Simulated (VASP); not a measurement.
Wanted: the native input for a VASP 6.6.1 run.

```
Task                   : single point
Functional             : PBEsol
Potentials or basis    : VASP PAW PBE potentials, release 64 (Se)
Cutoff                 : 520 eV
k mesh                 : 20 × 20 × 20
Occupations            : gaussian, width 0.15 eV
Spin                   : no spin polarisation
Dipole correction      : no
Further INCAR settings : ALGO = Normal; EDIFF = 1e-06; NBANDS = 9
```

The structure of Se lies in POSCAR:

```
Se
1.0
   -1.8312072610      1.8312072610      1.7034486149
    1.8312072610     -1.8312072610      1.7034486149
    1.8312072610      1.8312072610     -1.7034486149
Se
1
Direct
    0.0000000000      0.0000000000      0.0000000000
```

This cell differs from its parent crystal: strain +0.0750 x Voigt [1, 1, 0, 0, 0, 0].

One way to write it, as run:

INCAR

```
PREC = Accurate ; ENCUT = 520
EDIFF = 1E-6 ; ISMEAR = 0
SIGMA = 0.15 ; LREAL = F
LASPH = T ; NELM = 100
ALGO = Normal ; ISIF = 2
LWAVE = F ; LCHARG = F
GGA = PS ; NBANDS = 9
```

KPOINTS

```
Automatic mesh
0
Gamma
  20 20 20
```

Potentials or basis: VASP PAW PBE potentials, release 64 (Se).

Run with:

```sh
$ cat potpaw_PBE.64/Se/POTCAR > POTCAR
$ mpirun -np 1 vasp_std > vasp.out
```

Results of the run:

```yaml
Pressure: -9.8 GPa
Band_gap_on_the_k_mesh: zero (bands 3 and 4 overlap by 5.37 eV)
```

Caveat: the cell differs from its parent crystal (strain +0.0750 x Voigt [1, 1, 0, 0, 0, 0]); the cell stands under tension; the PAW data sets were made with another functional, which shifts forces and pressure a little.

Wall time 38 s on 1 thread of Intel(R) Xeon(R) Platinum 8375C CPU @ 2.90GHz (Ice Lake) (shared host), peak memory 0.24 GiB.
